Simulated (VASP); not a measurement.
# SnO2 (R-3m) in VASP: a series of runs

The runs below take SnO2 through single point, with PBE.

All numbers are computed with VASP 6.6.1; they aren't measurements. Logs are shortened: lines on timing, memory, paths and dates and some standing lists are left out, and cuts for length are marked.

## Step 1: The cell of the first run

It takes space group R-3m (No. 166, trigonal). The conventional cell has a = 3.290 Å, b = 3.290 Å, c = 15.013 Å, α = 90.00°, β = 90.00°, γ = 120.00°. Sn (site symmetry -3m) has 6 O at 2.20 Å within 2.9 Å. O (site symmetry 3m) has 3 Sn at 2.20 Å within 2.9 Å.

## Step 2: Single point, PBE

Input file INCAR:

```
PREC = Accurate ; ENCUT = 520
EDIFF = 1E-6 ; ISMEAR = 0
SIGMA = 0.05 ; LREAL = False
LASPH = True ; NELM = 60
ALGO = Normal ; ISIF = 2
LWAVE = False ; LCHARG = False
GGA = PE ; NBANDS = 20
```

Input file KPOINTS:

```
Automatic mesh
0
Gamma
  12 12 12
```

Input file POSCAR:

```
SnO2
1.0
    1.6450283737      0.9497575744      5.0042302243
   -1.6450283737      0.9497575744      5.0042302243
    0.0000000000     -1.8995151487      5.0042302243
Sn O
1 2
Direct
    0.5000000000      0.5000000000      0.5000000000
    0.2406435246      0.2406435246      0.2406435246
    0.7593564754      0.7593564754      0.7593564754
```

Potentials or basis: VASP PAW PBE potentials, release 64 (Sn_d, O).

Launch:

```sh
cat potpaw_PBE.64/Sn_d/POTCAR potpaw_PBE.64/O/POTCAR > POTCAR
mpirun -np 1 vasp_std > vasp.out
```

OUTCAR:

```text
PREC = Accurate
   ENCUT = 520
   EDIFF = 1E-6
   ISMEAR = 0
   LREAL = False
   LASPH = True
   NELM = 60
   ISIF = 2
   GGA = PE

 ion  position               nearest neighbor table
   1  0.500  0.500  0.500-   2 2.20   3 2.20   2 2.20   2 2.20   3 2.20   3 2.20
   2  0.241  0.241  0.241-   1 2.20   1 2.20   1 2.20
   3  0.759  0.759  0.759-   1 2.20   1 2.20   1 2.20

  LATTYP: Found a trigonal (rhomboedric) cell.
 ALAT       =     5.3526141219
 COS(alpha) =     0.8110943660

  Lattice vectors:

 A1 = (   1.6450283737,   0.9497575744,   5.0042302243)
 A2 = (  -1.6450283737,   0.9497575744,   5.0042302243)
 A3 = (   0.0000000000,  -1.8995151487,   5.0042302243)

Analysis of symmetry for initial positions (statically):
=====================================================================
 Subroutine PRICEL returns:
 Original cell was already a primitive cell.

 Routine SETGRP: Setting up the symmetry group for a
 trigonal (rhombohedral) supercell.

 Subroutine GETGRP returns: Found 12 space group operations
 (whereof 12 operations were pure point group operations)
 out of a pool of 12 trial point group operations.

The static configuration has the point symmetry D_3d.

Analysis of symmetry for dynamics (positions and initial velocities):
=====================================================================
 Subroutine PRICEL returns:
 Original cell was already a primitive cell.

 Routine SETGRP: Setting up the symmetry group for a
 trigonal (rhombohedral) supercell.

 Subroutine GETGRP returns: Found 12 space group operations
 (whereof 12 operations were pure point group operations)
 out of a pool of 12 trial point group operations.

The dynamic configuration has the point symmetry D_3d.

 Subroutine INISYM returns: Found 12 space group operations
 (whereof 12 operations are pure point group operations),
 and found     1 'primitive' translations

----------------------------------------------------------------------------------------

                                     Primitive cell

  volume of cell :      46.9110

  direct lattice vectors                    reciprocal lattice vectors
     1.645028374  0.949757574  5.004230224     0.303946125  0.175483377  0.066610311
[... 83 lines left out ...]
   LNONCOLLINEAR =      F non collinear calculations
   LSORBIT =      F    spin-orbit coupling
   LASPH  =      T    aspherical Exc in radial PAW
   ENCUT  =  520.0 eV  38.22 Ry    6.18 a.u.   9.95  9.95  9.95*2*pi/ulx,y,z
   NELM   =     60;   NELMIN=  2; NELMDL= -5     # of ELM steps
   EDIFF  = 0.1E-05   stopping-criterion for ELM
   LREAL  =      F    real-space projection
   EDIFFG = 0.1E-04   stopping-criterion for IOM
   NSW    =      0    number of steps for IOM
   IBRION =     -1    ionic relax: 0-MD 1-quasi-New 2-CG
   NFREE  =      0    steps in history (QN), initial steepest desc. (CG)
   ISIF   =      2    stress and relaxation
   ISYM   =      2    0-nonsym 1-usesym 2-fastsym
   POTIM  = 0.5000    time-step for ionic-motion
   TEBEG  =    0.0;   TEEND  =   0.0 temperature during run
   PSTRESS=    0.0 pullay stress
   NELECT =      26.0000    total number of electrons
   NUPDOWN=      -1.0000    fix difference up-down
   EMIN   =  10.00;   EMAX   =-10.00  energy-range for DOS
   EFERMI =   0.00;   METHOD = LEGACY
   ISMEAR =     0;   SIGMA  =   0.05  broadening in eV -4-tet -1-fermi 0-gaus
   EFERMI_NEDOS =   21; number of points for ismear=-14 and -15
   IALGO  =     38    algorithm
   IMIX   =      4    mixing-type and parameters
     AMIX     =   0.40;   BMIX     =  1.00
     AMIX_MAG =   1.60;   BMIX_MAG =  1.00
  volume/ion in A,a.u.               =      15.64       105.52
  Fermi-wavevector in a.u.,A,eV,Ry     =   1.344748  2.541206 24.604073  1.808348
  Thomas-Fermi vector in A             =   2.472717
   LORBIT       =      0    0 simple, 1 ext, 2 COOP (PROOUT), +10 PAW based schemes
   GGA     = PE    functional components
   LHFCALC =     F    Hartree Fock is set to
   AEXX    =    0.0000 exact exchange contribution
   IVDW    =     0    specifies the selected vdW correction
   LEPSILON=     F    determine dielectric tensor
   LRPA    =     F    only Hartree local field effects (RPA)
 non-spin polarized calculation
 Gauss-broadening in eV      SIGMA  =   0.05
  energy-cutoff  :      520.00
  volume of cell :       46.91
 maximum number of plane-waves:      1282
   NGX = 19   NGY = 19   NGZ = 19

 number of electron      26.0000003 magnetization

 Free energy of the ion-electron system (eV)
  ---------------------------------------------------
  ext. energy  EPLUGINS =         0.00000000
  ---------------------------------------------------
  free energy    TOTEN  =       -17.99725894 eV

  energy without entropy =      -17.99725894  energy(sigma->0) =      -17.99725894

 E-fermi :   2.8517     XC(G=0):  -9.6653

 val. band max:        2.5281910288   @ k =  -0.0833   0.0833   0.0000
 cond. band min:       4.0619300632   @ k =   0.0000   0.0000   0.0000
 fundamental gap:      1.5337390344
 Fermi energy:         2.8517143568

 k-point     1 :       0.0000    0.0000    0.0000
  band No.  band energies     occupation
      1     -17.4807      2.00000
      2     -17.3928      2.00000
      3     -17.3928      2.00000
      4     -17.2721      2.00000
      5     -17.2721      2.00000
      6     -14.9177      2.00000
[... 541 lines left out ...]
     19      15.3178      0.00000
     20      16.4942      0.00000

 [... further k-points ...]

------------------------ aborting loop because EDIFF is reached ----------------------------------------

  FORCE on cell =-STRESS in cart. coord.  units (eV):
  Direction    XX          YY          ZZ          XY          YZ          ZX
  --------------------------------------------------------------------------------------
  -------------------------------------------------------------------------------------
  Total       -3.1297042     -3.1297042     -3.1975135      0.0000000     -0.0000000     -0.0000000
  in kB     -106.8905183   -106.8905183   -109.2064488      0.0000000     -0.0000000     -0.0000000
  external PRESSURE =    -107.6624952 kB  Pullay stress =       0.0000000 kB

 VOLUME and BASIS-vectors are now :
 -----------------------------------------------------------------------------
  energy-cutoff  :      520.00
  volume of cell :       46.91
      direct lattice vectors                 reciprocal lattice vectors
     1.645028374  0.949757574  5.004230224     0.303946125  0.175483377  0.066610311
    -1.645028374  0.949757574  5.004230224    -0.303946125  0.175483377  0.066610311
     0.000000000 -1.899515149  5.004230224     0.000000000 -0.350966754  0.066610311

 POSITION                                       TOTAL-FORCE (eV/Angst)
 -----------------------------------------------------------------------------------
      0.00000      0.00000      7.50635        -0.000000      0.000000      0.000000
      0.00000      0.00000      3.61271         0.000000     -0.000000     -1.431697
      0.00000      0.00000     11.39998         0.000000      0.000000      1.431697
 -----------------------------------------------------------------------------------
    total drift:                                0.000000      0.000000     -0.000000

  FREE ENERGIE OF THE ION-ELECTRON SYSTEM (eV)
  ---------------------------------------------------
  free  energy   TOTEN  =       -17.9972589433 eV

  energy  without entropy=      -17.9972589433  energy(sigma->0) =      -17.99725894
```

OSZICAR:

```text
N       E                     dE             d eps       ncg     rms          rms(c)
DAV:   1     0.256028469346E+03    0.25603E+03   -0.13883E+04  7964   0.185E+03
DAV:   2     0.948490254276E+01   -0.24654E+03   -0.23354E+03  8228   0.485E+02
DAV:   3    -0.198481443213E+02   -0.29333E+02   -0.28992E+02  8792   0.142E+02
DAV:   4    -0.207307319267E+02   -0.88259E+00   -0.88163E+00  8320   0.268E+01
DAV:   5    -0.207485901833E+02   -0.17858E-01   -0.17858E-01  9040   0.404E+00    0.100E+01
DAV:   6    -0.180566502810E+02    0.26919E+01   -0.12110E+01 12004   0.581E+01    0.435E+00
DAV:   7    -0.180143889711E+02    0.42261E-01   -0.74226E-01  7724   0.712E+00    0.201E+00
DAV:   8    -0.179976182460E+02    0.16771E-01   -0.86164E-02  7972   0.277E+00    0.453E-01
DAV:   9    -0.179966600491E+02    0.95820E-03   -0.10552E-02 10820   0.119E+00    0.101E-01
DAV:  10    -0.179971968712E+02   -0.53682E-03   -0.18252E-03  8008   0.377E-01    0.398E-02
DAV:  11    -0.179972564986E+02   -0.59627E-04   -0.79888E-05 10012   0.843E-02    0.208E-02
DAV:  12    -0.179972589329E+02   -0.24343E-05   -0.12899E-05  8352   0.293E-02    0.557E-03
DAV:  13    -0.179972589433E+02   -0.10388E-07   -0.77649E-07  6764   0.721E-03
   1 F= -.17997259E+02 E0= -.17997259E+02  d E =-.139956E-21
```

stdout:

```text
POSCAR found type information on POSCAR SnO
 POSCAR found :  2 types and       3 ions
 scaLAPACK will be used
 LDA part: xc-table for (Slater+PW92), standard interpolation
 POSCAR, INCAR and KPOINTS ok, starting setup
 FFT: planning ... GRIDC
 FFT: planning ... GRID_SOFT
 FFT: planning ... GRID
 WAVECAR not read
 entering main loop
```

It took 1.9 min on 1 thread of Intel Xeon 6975P-C (Granite Rapids), shared host; peak memory 0.34 GiB.

Results:

* Free energy: -17.9973 eV
* Pressure: -10.8 GPa
* Largest force: 1.432 eV/Å
* Band gap on the k mesh: 1.53 eV, indirect (least direct gap 1.55 eV)

Forces in eV/Å, atoms in the order of the input:
```
Sn   0.000  0.000  0.000
O    0.000  0.000 -1.432
O    0.000  0.000  1.432
```

Caveat: spin-orbit coupling is left out, which moves the levels of the heavy elements; forces of over 1 eV/Å act on the atoms, so gaps and moduli don't describe the material at rest. A k mesh can miss the band edges.

## Step 3: Single point, PBE

Input file INCAR:

```
  ALGO = Normal
  EDIFF = 1E-6
  ENCUT = 520
  GGA = PE
  ISIF = 2
  ISMEAR = 0
  LASPH = T
  LCHARG = F
  LREAL = F
  LWAVE = F
  NBANDS = 20
  NELM = 80
  PREC = Accurate
  SIGMA = 0.05
```

Input file KPOINTS:

```
k-points
0
Gamma
  12 12 12
```

Input file POSCAR:

```
SnO2
1.0
    1.6450283737      0.9497575744      5.0042302243
   -1.6450283737      0.9497575744      5.0042302243
    0.0000000000     -1.8995151487      5.0042302243
Sn O
1 2
Direct
    0.5000000000      0.5000000000      0.5000000000
    0.2348826742      0.2348826742      0.2348826742
    0.7651173258      0.7651173258      0.7651173258
```

Potentials or basis: VASP PAW PBE potentials, release 64 (Sn_d, O).

Launch:

```sh
cat potpaw_PBE.64/Sn_d/POTCAR potpaw_PBE.64/O/POTCAR > POTCAR
mpirun -np 1 vasp_std > vasp.out
```

It took 1.8 min on 1 thread of Intel Xeon 6975P-C (Granite Rapids), shared host; peak memory 0.35 GiB.

It converged, with:

* Free energy: -18.1618 eV
* Pressure: -5.9 GPa
* Largest force: 0.454 eV/Å
* Band gap on the k mesh: 1.69 eV, indirect (least direct gap 1.83 eV)

Forces on the atoms (eV/Å):
```
Sn   0.000  0.000  0.000
O    0.000  0.000 -0.454
O    0.000  0.000  0.454
```

Stress tensor (GPa, compression positive):
```
-7.04  0.00  0.00
 0.00 -7.04  0.00
 0.00  0.00 -3.56
```

Levels at points of the mesh, in eV from the valence-band top:
```tsv
k point	band 10	band 11	band 12	band 13	band 14	band 15	band 16	band 17
(0.00, 0.00, 0.00)	-1.22	-0.89	-0.89	-0.14	1.69	5.50	10.59	10.59
(0.50, 0.00, 0.00)	-2.81	-1.31	-0.56	-0.45	4.85	7.38	9.67	12.04
(0.50, 0.50, 0.00)	-2.88	-1.08	-0.47	-0.05	4.67	6.69	10.22	11.04
(0.50, 0.50, 0.50)	-1.26	-1.03	-0.85	-0.85	2.73	5.35	10.71	10.71
```

Caveat: spin-orbit coupling is left out, which moves the levels of the heavy elements.
